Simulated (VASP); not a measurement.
# V (P6_3/mmc) in VASP: a series of runs

Aim: see how the results for V move with the level of theory and the settings. Levels: LDA+U, PBEsol+U, PBEsol. Tasks: single point.

Everything below comes from runs of VASP 6.6.1. Logs are shortened: lines on timing, memory, paths and dates and some standing lists are left out, and cuts for length are marked.

### Step 1. The cell of the first run

It takes space group P6_3/mmc (No. 194, hexagonal). Conventional cell: a = 2.604 Å, b = 2.604 Å, c = 4.723 Å, α = 90.00°, β = 90.00°, γ = 120.00°. Within 3.4 Å of V (site symmetry -6m2) lie 12 V at 2.60 to 2.80 Å.

This isn't the form of V at room conditions, which is bcc.

### Step 2. Single point, LDA+U, collinear spin, ferromagnetic start

File INCAR:

```
  PREC = Accurate
  ENCUT = 520
  EDIFF = 1E-6
  ISMEAR = 1
  SIGMA = 0.2
  LREAL = F
  LASPH = T
  NELM = 150
  ALGO = Normal
  ISIF = 2
  LWAVE = F
  LCHARG = F
  ISPIN = 2
  MAGMOM = 0.4 0.6
  LORBIT = 11
  NUPDOWN = 1.0
  LMAXMIX = 4
  LDAU = T
  LDAUTYPE = 2
  LDAUL = 2
  LDAUU = 2.5
  LDAUJ = 0
  LDAUPRINT = 1
  GGA = CA
  NBANDS = 24
```

File KPOINTS:

```
Automatic mesh
0
Gamma
  12 12 6
```

File POSCAR:

```
V
1.0
    2.6042941027      0.0000000000      0.0000000000
   -1.3021470513      2.2553848518      0.0000000000
    0.0000000000      0.0000000000      4.7233360000
V
2
Direct
    0.3333333333      0.6666666667      0.2500000000
    0.6666666667      0.3333333333      0.7500000000
```

Potentials or basis: VASP PAW LDA potentials, release 64 (V_sv).

Launch:

```console
$ cat potpaw_LDA.64/V_sv/POTCAR > POTCAR
$ mpirun -np 1 vasp_std > vasp.out
```

OUTCAR:

```text
PREC = Accurate
   ENCUT = 520
   EDIFF = 1E-6
   ISMEAR = 1
   LREAL = F
   LASPH = T
   NELM = 150
   ISIF = 2
   ISPIN = 2
   LORBIT = 11
   NUPDOWN = 1.0
   GGA = CA

 ion  position               nearest neighbor table
   1  0.333  0.667  0.250-   2 2.80   2 2.80   2 2.80   2 2.80   2 2.80   2 2.80
   2  0.667  0.333  0.750-   1 2.80   1 2.80   1 2.80   1 2.80   1 2.80   1 2.80

  LATTYP: Found a hexagonal cell.
 ALAT       =     2.6042941027
 C/A-ratio  =     1.8136722712

  Lattice vectors:

 A1 = (   2.6042941027,   0.0000000000,   0.0000000000)
 A2 = (  -1.3021470513,   2.2553848518,   0.0000000000)
 A3 = (   0.0000000000,   0.0000000000,   4.7233360000)

Analysis of symmetry for initial positions (statically):
=====================================================================
 Subroutine PRICEL returns:
 Original cell was already a primitive cell.

 Routine SETGRP: Setting up the symmetry group for a
 hexagonal supercell.

 Subroutine GETGRP returns: Found 24 space group operations
 (whereof 12 operations were pure point group operations)
 out of a pool of 24 trial point group operations.

The static configuration has the point symmetry D_3d.
 The point group associated with its full space group is D_6h.

Analysis of symmetry for dynamics (positions and initial velocities):
=====================================================================
 Subroutine PRICEL returns:
 Original cell was already a primitive cell.

 Routine SETGRP: Setting up the symmetry group for a
 hexagonal supercell.

 Subroutine GETGRP returns: Found 24 space group operations
 (whereof 12 operations were pure point group operations)
 out of a pool of 24 trial point group operations.

The dynamic configuration has the point symmetry D_3d.
 The point group associated with its full space group is D_6h.

Analysis of structural, dynamic, and magnetic symmetry:
=====================================================================
 Subroutine PRICEL returns:
 Original cell was already a primitive cell.

 Routine SETGRP: Setting up the symmetry group for a
 hexagonal supercell.

 Subroutine GETGRP returns: Found 12 space group operations
 (whereof  6 operations were pure point group operations)
 out of a pool of 24 trial point group operations.

The overall configuration has the point symmetry C_3v.
 The point group associated with its full space group is D_3h.

 Subroutine INISYM returns: Found 12 space group operations
 (whereof  6 operations are pure point group operations),
 and found     1 'primitive' translations

----------------------------------------------------------------------------------------

                                     Primitive cell

  volume of cell :      27.7434

  direct lattice vectors                    reciprocal lattice vectors
     2.604294103  0.000000000  0.000000000     0.383981210  0.221691655  0.000000000
    -1.302147051  2.255384852  0.000000000     0.000000000  0.443383310  0.000000000
     0.000000000  0.000000000  4.723336000     0.000000000  0.000000000  0.211714771

  length of vectors
     2.604294103  2.604294103  4.723336000     0.443383310  0.443383310  0.211714771

  position of ions in fractional coordinates (direct lattice)
     0.333333333  0.666666667  0.250000000
[... 131 lines left out ...]
 -0.0000 -0.0000 -0.0000 -0.0000  0.3875

spin component  2

  0.2895 -0.0000 -0.0000 -0.0000 -0.0000
 -0.0000  0.2017 -0.0000  0.0000  0.0000
 -0.0000 -0.0000  0.3409 -0.0000 -0.0000
 -0.0000  0.0000 -0.0000  0.2017 -0.0000
 -0.0000  0.0000 -0.0000 -0.0000  0.2895

 occupancies and eigenvectors

  o =  0.2017  v =  0.0000  0.0000  0.0000  0.0000  0.0000 -0.0000 -0.9458 -0.0000  0.3248  0.0000      0.0000  0.0000  0.0000  0.0000  0.0000  0.0000  0.0000  0.0000  0.0000  0.0000
  o =  0.2017  v =  0.0000  0.0000  0.0000  0.0000  0.0000 -0.0000 -0.3248 -0.0000 -0.9458  0.0000      0.0000  0.0000  0.0000  0.0000  0.0000  0.0000  0.0000  0.0000  0.0000  0.0000
  o =  0.2429  v = -0.0000 -0.9458  0.0000  0.3248  0.0000  0.0000  0.0000  0.0000  0.0000  0.0000      0.0000  0.0000  0.0000  0.0000  0.0000  0.0000  0.0000  0.0000  0.0000  0.0000
  o =  0.2429  v = -0.0000 -0.3248 -0.0000 -0.9458  0.0000  0.0000  0.0000  0.0000  0.0000  0.0000      0.0000  0.0000  0.0000  0.0000  0.0000  0.0000  0.0000  0.0000  0.0000  0.0000
  o =  0.2895  v =  0.0000  0.0000  0.0000  0.0000  0.0000  0.0711  0.0000  0.0000  0.0000  0.9975      0.0000  0.0000  0.0000  0.0000  0.0000  0.0000  0.0000  0.0000  0.0000  0.0000
  o =  0.2895  v =  0.0000  0.0000  0.0000  0.0000  0.0000  0.9975 -0.0000  0.0000 -0.0000 -0.0711      0.0000  0.0000  0.0000  0.0000  0.0000  0.0000  0.0000  0.0000  0.0000  0.0000
  o =  0.3409  v =  0.0000  0.0000  0.0000  0.0000  0.0000 -0.0000 -0.0000  1.0000 -0.0000 -0.0000      0.0000  0.0000  0.0000  0.0000  0.0000  0.0000  0.0000  0.0000  0.0000  0.0000
[... 3 lines left out ...]

atom =   2  type =  1  l = 2

 onsite density matrix

spin component  1

  0.3875  0.0000 -0.0000 -0.0000  0.0000
  0.0000  0.2429 -0.0000  0.0000 -0.0000
 -0.0000 -0.0000  0.4808 -0.0000 -0.0000
 -0.0000  0.0000 -0.0000  0.2429  0.0000
  0.0000 -0.0000 -0.0000  0.0000  0.3875

spin component  2

  0.2895  0.0000 -0.0000  0.0000  0.0000
  0.0000  0.2017 -0.0000  0.0000  0.0000
 -0.0000 -0.0000  0.3408 -0.0000 -0.0000
  0.0000  0.0000 -0.0000  0.2017  0.0000
  0.0000  0.0000 -0.0000  0.0000  0.2895

 occupancies and eigenvectors

  o =  0.2017  v =  0.0000  0.0000  0.0000  0.0000  0.0000  0.0000 -0.9458 -0.0000  0.3249  0.0000      0.0000  0.0000  0.0000  0.0000  0.0000  0.0000  0.0000  0.0000  0.0000  0.0000
  o =  0.2017  v =  0.0000  0.0000  0.0000  0.0000  0.0000  0.0000 -0.3249 -0.0000 -0.9458  0.0000      0.0000  0.0000  0.0000  0.0000  0.0000  0.0000  0.0000  0.0000  0.0000  0.0000
  o =  0.2429  v =  0.0000 -0.9458  0.0000  0.3248 -0.0000  0.0000  0.0000  0.0000  0.0000  0.0000      0.0000  0.0000  0.0000  0.0000  0.0000  0.0000  0.0000  0.0000  0.0000  0.0000
  o =  0.2429  v = -0.0000 -0.3248  0.0000 -0.9458  0.0000  0.0000  0.0000  0.0000  0.0000  0.0000      0.0000  0.0000  0.0000  0.0000  0.0000  0.0000  0.0000  0.0000  0.0000  0.0000
  o =  0.2895  v =  0.0000  0.0000  0.0000  0.0000  0.0000  0.0249 -0.0000 -0.0000 -0.0000 -0.9997      0.0000  0.0000  0.0000  0.0000  0.0000  0.0000  0.0000  0.0000  0.0000  0.0000
  o =  0.2895  v =  0.0000  0.0000  0.0000  0.0000  0.0000 -0.9997 -0.0000 -0.0000 -0.0000 -0.0249      0.0000  0.0000  0.0000  0.0000  0.0000  0.0000  0.0000  0.0000  0.0000  0.0000
  o =  0.3408  v =  0.0000  0.0000  0.0000  0.0000  0.0000 -0.0000 -0.0000  1.0000 -0.0000 -0.0000      0.0000  0.0000  0.0000  0.0000  0.0000  0.0000  0.0000  0.0000  0.0000  0.0000
  o =  0.3875  v =  0.3460  0.0000 -0.0000 -0.0000 -0.9382  0.0000  0.0000  0.0000  0.0000  0.0000      0.0000  0.0000  0.0000  0.0000  0.0000  0.0000  0.0000  0.0000  0.0000  0.0000
  o =  0.3875  v = -0.9382  0.0000 -0.0000 -0.0000 -0.3460  0.0000  0.0000  0.0000  0.0000  0.0000      0.0000  0.0000  0.0000  0.0000  0.0000  0.0000  0.0000  0.0000  0.0000  0.0000
  o =  0.4808  v = -0.0000  0.0000  1.0000 -0.0000 -0.0000  0.0000  0.0000  0.0000  0.0000  0.0000      0.0000  0.0000  0.0000  0.0000  0.0000  0.0000  0.0000  0.0000  0.0000  0.0000

 number of electron      26.0000015 magnetization       1.0000002

 Free energy of the ion-electron system (eV)
  ---------------------------------------------------
  ext. energy  EPLUGINS =         0.00000000
  ---------------------------------------------------
  free energy    TOTEN  =       -14.00083676 eV

  energy without entropy =      -13.99949637  energy(sigma->0) =      -14.00038997

 E-fermi :   9.7004     XC(G=0): -13.0648

 val. band max:        9.7249669038   @ k =   0.4167   0.0833   0.3333
 cond. band min:       9.7046864321   @ k =   0.4167   0.1667   0.0000
 fundamental gap:     -0.0202804717
 Fermi energy:         9.7261527840

 spin component 1

 k-point     1 :       0.0000    0.0000    0.0000
  band No.  band energies     occupation
      1     -54.1578      1.00000
      2     -54.0462      1.00000
      3     -28.6620      1.00000
      4     -28.0184      1.00000
      5     -27.8866      1.00000
      6     -27.8866      1.00000
[... 1289 lines left out ...]
     23      24.7901      0.00000
     24      26.6836      0.00000

 [... further k-points ...]

------------------------ aborting loop because EDIFF is reached ----------------------------------------

  FORCE on cell =-STRESS in cart. coord.  units (eV):
  Direction    XX          YY          ZZ          XY          YZ          ZX
  --------------------------------------------------------------------------------------
  -------------------------------------------------------------------------------------
  Total       -0.8067645     -0.8067645     -0.9622969     -0.0000000      0.0000000     -0.0000000
  in kB      -46.5905496    -46.5905496    -55.5725239     -0.0000000      0.0000000     -0.0000000
  external PRESSURE =     -49.5845411 kB  Pullay stress =       0.0000000 kB

 VOLUME and BASIS-vectors are now :
 -----------------------------------------------------------------------------
  energy-cutoff  :      520.00
  volume of cell :       27.74
      direct lattice vectors                 reciprocal lattice vectors
     2.604294103  0.000000000  0.000000000     0.383981210  0.221691655  0.000000000
    -1.302147051  2.255384852  0.000000000     0.000000000  0.443383310  0.000000000
     0.000000000  0.000000000  4.723336000     0.000000000  0.000000000  0.211714771

 POSITION                                       TOTAL-FORCE (eV/Angst)
 -----------------------------------------------------------------------------------
     -0.00000      1.50359      1.18083         0.000000     -0.000000      0.000000
      1.30215      0.75179      3.54250        -0.000000      0.000000     -0.000000
 -----------------------------------------------------------------------------------
    total drift:                                0.000000     -0.000000      0.000000

  FREE ENERGIE OF THE ION-ELECTRON SYSTEM (eV)
  ---------------------------------------------------
  free  energy   TOTEN  =       -14.0008367647 eV

  energy  without entropy=      -13.9994963686  energy(sigma->0) =      -14.00038997

 total charge

# of ion       s       p       d       tot
------------------------------------------
    1        2.356   6.225   3.036  11.617
    2        2.356   6.225   3.036  11.617
--------------------------------------------------
tot          4.711  12.451   6.072  23.234

 magnetization (x)

# of ion       s       p       d       tot
------------------------------------------
    1        0.001   0.021   0.416   0.438
    2        0.001   0.021   0.416   0.439
--------------------------------------------------
tot          0.003   0.042   0.832   0.877
```

It took 91 s on 1 thread of Intel Xeon Platinum 8488C (Sapphire Rapids), shared host; peak memory 0.18 GiB.

Results:

- Free energy: -14.0008 eV
- Pressure: -5.0 GPa
- Net moment: 1.00 μB per cell
- Site moments: V +0.44 μB
- Valence electrons inside the program's atomic spheres: V 11.62

Stress tensor (GPa, compression positive):
```
-4.66  0.00  0.00
 0.00 -4.66  0.00
 0.00  0.00 -5.56
```

Eigenvalues of the final occupation matrices:
| site | spin | trace | eigenvalues |
| --- | --- | --- | --- |
| site 1 d | 1 | 1.74 | 0.24 0.24 0.39 0.39 0.48 |
| site 1 d | 2 | 1.32 | 0.20 0.20 0.29 0.29 0.34 |
| site 2 d | 1 | 1.74 | 0.24 0.24 0.39 0.39 0.48 |
| site 2 d | 2 | 1.32 | 0.20 0.20 0.29 0.29 0.34 |

Caveat: the cell stands under tension; the total moment is fixed, so each spin has its own Fermi level; the U is typed as a test and isn't derived for this compound. The state reached can hang on the start; a lower one may exist.

### Step 3. Single point, LDA+U, collinear spin, ferromagnetic start

File INCAR:

```
  PREC = Accurate
  ENCUT = 520
  EDIFF = 1E-6
  ISMEAR = 1
  SIGMA = 0.2
  LREAL = False
  LASPH = True
  NELM = 150
  ALGO = Normal
  ISIF = 2
  LWAVE = False
  LCHARG = False
  ISPIN = 2
  MAGMOM = 2 2
  LORBIT = 11
  LMAXMIX = 4
  LDAU = True
  LDAUTYPE = 2
  LDAUL = 2
  LDAUU = 4
  LDAUJ = 0
  LDAUPRINT = 1
  NBANDS = 24
```

KPOINTS is that of step 2.

POSCAR is that of step 2.

Potentials or basis: VASP PAW LDA potentials, release 64 (V_sv).

Launch:

```console
$ cat potpaw_LDA.64/V_sv/POTCAR > POTCAR
$ mpirun -np 1 vasp_std > vasp.out
```

It took 72 s on 1 thread of Intel Xeon Platinum 8488C (Sapphire Rapids), shared host; peak memory 0.18 GiB.

It converged, with:

- Free energy: -10.9976 eV
- Pressure: 2.0 GPa
- Net moment: 1.74 μB per cell
- Site moments: V +0.78 μB
- Valence electrons inside the program's atomic spheres: V 11.60

Stress tensor (GPa, compression positive):
```
 3.20  0.00  0.00
 0.00  3.20  0.00
 0.00  0.00 -0.38
```

Levels at points of the mesh, in eV from the Fermi level:
Spin up:
| k point | band 10 | band 11 | band 12 | band 13 | band 14 | band 15 | band 16 | band 17 | band 18 | band 19 |
| --- | --- | --- | --- | --- | --- | --- | --- | --- | --- | --- |
| (0.00, 0.00, 0.00) | -4.43 | -1.84 | -0.78 | -0.41 | -0.41 | -0.10 | -0.10 | 1.91 | 1.91 | 2.96 |
| (0.50, 0.00, 0.00) | -3.51 | -2.71 | -1.00 | -0.82 | -0.39 | 0.69 | 2.74 | 2.85 | 3.04 | 3.43 |
| (0.00, 0.00, 0.50) | -5.73 | -2.14 | -2.14 | -0.33 | -0.33 | -0.33 | -0.33 | 2.54 | 2.54 | 2.54 |
| (0.50, 0.00, 0.50) | -3.69 | -2.39 | -2.39 | 0.80 | 0.80 | 1.71 | 1.71 | 2.81 | 2.81 | 3.00 |
Spin down:
```csv
k point,band 9,band 10,band 11,band 12,band 13,band 14,band 15,band 16
"(0.00, 0.00, 0.00)",-7.08,-3.20,-0.47,-0.06,0.94,0.94,1.27,1.27
"(0.50, 0.00, 0.00)",-2.57,-2.46,-2.16,-0.16,0.21,0.73,1.36,3.77
"(0.00, 0.00, 0.50)",-5.27,-5.27,-0.64,-0.64,0.99,0.99,0.99,0.99
"(0.50, 0.00, 0.50)",-2.85,-2.85,-1.25,-1.25,1.68,1.68,2.40,2.40
```

Eigenvalues of the final occupation matrices:
| site | spin | trace | eigenvalues |
| --- | --- | --- | --- |
| site 1 d | 1 | 1.89 | 0.22 0.22 0.44 0.44 0.57 |
| site 1 d | 2 | 1.14 | 0.17 0.17 0.25 0.25 0.29 |
| site 2 d | 1 | 1.89 | 0.22 0.22 0.44 0.44 0.57 |
| site 2 d | 2 | 1.14 | 0.17 0.17 0.25 0.25 0.29 |

Caveat: the U is typed as a test and isn't derived for this compound.

### Step 4. Single point, PBEsol+U, collinear spin, ferromagnetic start

File INCAR:

```
SYSTEM = V
ALGO = Fast ; EDIFF = 1E-7
ENCUT = 520 ; GGA = PS
ISIF = 2 ; ISMEAR = -1
ISPIN = 2 ; LASPH = .True.
LCHARG = .True. ; LDAU = .True.
LDAUJ = 0 ; LDAUL = 2
LDAUPRINT = 1 ; LDAUTYPE = 2
LDAUU = 2 ; LELF = .True.
LMAXMIX = 4 ; LORBIT = 11
LREAL = .False. ; LVHAR = .True.
LWAVE = .False. ; MAGMOM = 2 2
NBANDS = 24 ; NELM = 150
PREC = Accurate ; SIGMA = 0.05
```

File KPOINTS:

```
k-points
0
Gamma
  12 12 6
  0 0 0
```

POSCAR is that of step 3.

Potentials or basis: VASP PAW PBE potentials, release 64 (V_sv).

Launch:

```console
$ cat potpaw_PBE.64/V_sv/POTCAR > POTCAR
$ mpirun -np 1 vasp_std > vasp.out
```

Wall time 97 s (1 thread of Intel Xeon 6975P-C (Granite Rapids), shared host); peak memory 0.2 GiB.

It converged, with:

* Free energy: -14.5258 eV
* Pressure: -1.9 GPa
* Band gap on the k mesh: zero (filled and empty bands overlap)
* Net moment: 0.00 μB per cell
* Valence electrons inside the program's atomic spheres: V 11.61

Stress tensor (GPa, compression positive):
```
-1.37  0.00  0.00
 0.00 -1.37  0.00
 0.00  0.00 -2.87
```

Levels at points of the mesh, in eV from the Fermi level:
Spin up:
```
           k point  band 9  band 10  band 11  band 12  band 13  band 14  band 15  band 16  band 17  band 18
(0.00, 0.00, 0.00)   -7.06    -3.57    -0.67    -0.43     0.35     0.35     0.66     0.66     2.03     2.03
(0.50, 0.00, 0.00)   -2.95    -2.91    -2.58    -0.34    -0.24     0.21     0.81     3.16     3.53     3.64
(0.00, 0.00, 0.50)   -5.29    -5.29    -1.13    -1.13     0.39     0.39     0.39     0.39     2.69     2.69
(0.50, 0.00, 0.50)   -3.23    -3.23    -1.77    -1.77     1.47     1.47     1.84     1.84     3.59     3.59
```
Spin down:
| k point | band 11 | band 12 | band 13 | band 14 | band 15 | band 16 |
| --- | --- | --- | --- | --- | --- | --- |
| (0.00, 0.00, 0.00) | -0.67 | -0.43 | 0.35 | 0.35 | 0.66 | 0.66 |
| (0.50, 0.00, 0.00) | -2.58 | -0.34 | -0.24 | 0.21 | 0.81 | 3.16 |
| (0.00, 0.00, 0.50) | -1.13 | -1.13 | 0.39 | 0.39 | 0.39 | 0.39 |
| (0.50, 0.00, 0.50) | -1.77 | -1.77 | 1.47 | 1.47 | 1.84 | 1.84 |

Eigenvalues of the final occupation matrices:
| site | spin | trace | eigenvalues |
| --- | --- | --- | --- |
| site 1 d | 1 | 1.53 | 0.23 0.23 0.34 0.34 0.40 |
| site 1 d | 2 | 1.53 | 0.23 0.23 0.34 0.34 0.40 |
| site 2 d | 1 | 1.53 | 0.23 0.23 0.34 0.34 0.40 |
| site 2 d | 2 | 1.53 | 0.23 0.23 0.34 0.34 0.40 |

Caveat: the PAW data sets were made with another functional, which shifts forces and pressure a little; the U is typed as a test and isn't derived for this compound.

### Step 5. Single point, PBEsol, collinear spin, ferromagnetic start

POSCAR is that of step 4.

File INCAR.step1:

```
SYSTEM = V
PREC = Accurate ; ENCUT = 520
EDIFF = 1E-6 ; ISMEAR = -1
SIGMA = 0.05 ; LREAL = .False.
LASPH = .True. ; NELM = 150
ALGO = Normal ; ISIF = 2
LWAVE = .False. ; LCHARG = .True.
ISPIN = 2 ; MAGMOM = 2 2
LMAXMIX = 4 ; GGA = PS
NBANDS = 24
```

File KPOINTS.step1:

```
Automatic mesh
0
Gamma
  12 12 6
  0 0 0
```

File INCAR.step2:

```
SYSTEM = V
PREC = Accurate ; ENCUT = 520
EDIFF = 1E-6 ; ISMEAR = -5
SIGMA = 0.05 ; LREAL = .False.
LASPH = .True. ; NELM = 150
ALGO = Normal ; ISIF = 2
LWAVE = .False. ; LCHARG = .False.
ISPIN = 2 ; MAGMOM = 2 2
LORBIT = 10 ; LMAXMIX = 4
GGA = PS ; NEDOS = 2001
ICHARG = 11
```

File KPOINTS.step2:

```
Automatic mesh
0
Gamma
  18 18 9
  0 0 0
```

Launch:

```console
$ cat potpaw_PBE.64/V_sv/POTCAR > POTCAR
$ cp INCAR.step1 INCAR
$ cp KPOINTS.step1 KPOINTS
$ mpirun -np 1 vasp_std > vasp.out
$ cp INCAR.step2 INCAR
$ cp KPOINTS.step2 KPOINTS
$ mpirun -np 1 vasp_std > vasp.out
```

Run time: 73 s. Hardware: 1 thread of Intel Xeon 6975P-C (Granite Rapids), shared host; peak memory 0.24 GiB.

It converged, with:

```yaml
Net_moment: 0.00 μB per cell
Valence_electrons_inside_the_program's_atomic_spheres: V 11.63
```

Levels at points of the mesh, in eV from the Fermi level:
Spin up:
```
           k point  band 9  band 10  band 11  band 12  band 13  band 14  band 15  band 16  band 17  band 18
(0.00, 0.00, 0.00)   -6.86    -3.44    -0.58    -0.23     0.33     0.33     0.64     0.64     1.82     1.82
(0.50, 0.00, 0.00)   -2.94    -2.86    -2.71    -0.37    -0.18     0.30     0.61     2.95     3.53     3.64
```
Spin down:
| k point | band 11 | band 12 | band 13 | band 14 | band 15 | band 16 |
| --- | --- | --- | --- | --- | --- | --- |
| (0.00, 0.00, 0.00) | -0.58 | -0.23 | 0.33 | 0.33 | 0.64 | 0.64 |
| (0.50, 0.00, 0.00) | -2.71 | -0.37 | -0.18 | 0.30 | 0.61 | 2.95 |

Caveat: the PAW data sets were made with another functional, which shifts forces and pressure a little; tetrahedron occupations give inexact forces and stress in metals.

### Step 6. The runs side by side

| level | potentials or basis | U | fixed moment (μB) | smearing | k mesh for the DOS | occupations for the DOS | gap on the mesh (eV) | pressure (GPa) | moment (μB) |
| --- | --- | --- | --- | --- | --- | --- | --- | --- | --- |
| LDA+U | VASP PAW LDA potentials, release 64 (V_sv) | V d U = 2.5 eV | 1.0 | methfessel-paxton 0.2 eV | - | - | - | -5.0 | 1.00 |
| LDA+U | VASP PAW LDA potentials, release 64 (V_sv) | V d U = 4.0 eV | - | methfessel-paxton 0.2 eV | - | - | none | 2.0 | 1.74 |
| PBEsol+U | VASP PAW PBE potentials, release 64 (V_sv) | V d U = 2.0 eV | - | fermi-dirac 0.05 eV | - | - | none | -1.9 | 0.00 |
| PBEsol | VASP PAW PBE potentials, release 64 (V_sv) | - | - | fermi-dirac 0.05 eV | 18 × 18 × 9 | tetrahedron | - | - | 0.00 |

Alike in all rows: task single point; spin collinear, ferromagnetic start; cell as given; k mesh 12 × 12 × 6; cutoff (eV) 520.

Caveats: the U is typed as a test and isn't derived for this compound (at least some runs); the PAW data sets were made with another functional, which shifts forces and pressure a little (at least some runs); the cell stands under tension (at least some runs); the total moment is fixed, so each spin has its own Fermi level (at least some runs); tetrahedron occupations give inexact forces and stress in metals (at least some runs).

Total energies depend on the potentials used, so only differences within one code and one set of settings carry meaning.
